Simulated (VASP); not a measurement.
# Zr3PbW3: relaxation of cell and atoms with PBE

Crystal: Zr3PbW3.

```
Zr Pb W
1.0
     5.19033    0.00000    0.00000
     0.00000    5.19033    0.00000
     0.00000    0.00000    5.19033
Zr Pb W
3 1 3
Direct
  0.50000 0.50000 0.00000
  0.00000 0.50000 0.50000
  0.50000 0.00000 0.50000
  0.50000 0.50000 0.50000
  0.50000 0.00000 0.00000
  0.00000 0.50000 0.00000
  0.00000 0.00000 0.50000
```

The cell was generated, and may not be a known phase.

- Program: VASP 6.6.1
- Task: relaxation of cell and atoms
- Functional: PBE
- Potentials or basis: VASP PAW PBE potentials, release 64 (Zr_sv, Pb_d, W_sv)
- Cutoff: 600 eV
- k mesh: 4 × 4 × 4
- Occupations: gaussian, width 0.1 eV
- Spin: no spin polarisation
- Dipole correction: no
- Further INCAR settings: ALGO = Normal; EDIFF = 1e-07; IBRION = 2; EDIFFG = -0.04; NSW = 90; ISIF = 3

```
Relaxed volume                        : 24.16 Å³/atom
Relaxed cell                          : a = 5.530 Å, b = 5.530 Å, c = 5.530 Å, α = 90.00°, β = 90.00°, γ = 90.00°
Space group after relaxing (to 0.1 Å) : Pm-3m (No. 221)
Energy gained by relaxing             : 284.3 meV/atom
Ionic steps                           : 4
Pressure after relaxing               : -0.2 GPa
Band gap on the k mesh                : zero (bands 46 and 47 overlap by 0.19 eV)
```

Step by step:
| step | energy change (eV) | largest force (eV/Å) | pressure (GPa) | volume (Å³) |
| --- | --- | --- | --- | --- |
| 1 | 0.0000 | 0.0000 | 25.92 | 139.82 |
| 2 | 0.5695 | 0.0000 | -14.20 | 215.93 |
| 3 | -1.9860 | 0.0000 | -0.87 | 170.40 |
| 4 | -1.9902 | 0.0000 | -0.18 | 169.12 |

Final structure:
```yaml
crystal:
  lattice:
    - [5.53008, 0.00000, 0.00000]
    - [0.00000, 5.53008, 0.00000]
    - [0.00000, 0.00000, 5.53008]
  atoms:
    - { symbol: Zr, position: [0.50000, 0.50000, 0.00000] }
    - { symbol: Zr, position: [0.00000, 0.50000, 0.50000] }
    - { symbol: Zr, position: [0.50000, 0.00000, 0.50000] }
    - { symbol: Pb, position: [0.50000, 0.50000, 0.50000] }
    - { symbol: W, position: [0.50000, 0.00000, 0.00000] }
    - { symbol: W, position: [0.00000, 0.50000, 0.00000] }
    - { symbol: W, position: [0.00000, 0.00000, 0.50000] }
```

Levels at points of the mesh, in eV from the Fermi level:
```
           k point  band 44  band 45  band 46  band 47  band 48  band 49
(0.00, 0.00, 0.00)    -1.18    -1.18    -1.18     1.32     1.32     1.32
(0.50, 0.00, 0.00)    -0.11    -0.02    -0.02     0.32     0.73     0.73
(0.50, 0.50, 0.00)    -0.55    -0.14    -0.10    -0.10     0.14     0.40
(0.50, 0.50, 0.50)     0.05     0.09     0.09     0.11     0.11     0.11
```

Run time: 8.6 min on 1 thread of Intel(R) Xeon(R) Platinum 8259CL CPU @ 2.50GHz (Skylake/Cascade Lake), with other jobs on the host, peak memory 0.32 GiB.

Caveat: the volume moved by over 15 % at a fixed basis, so the end points are rough; spin-orbit coupling is left out, which moves the levels of the heavy elements.
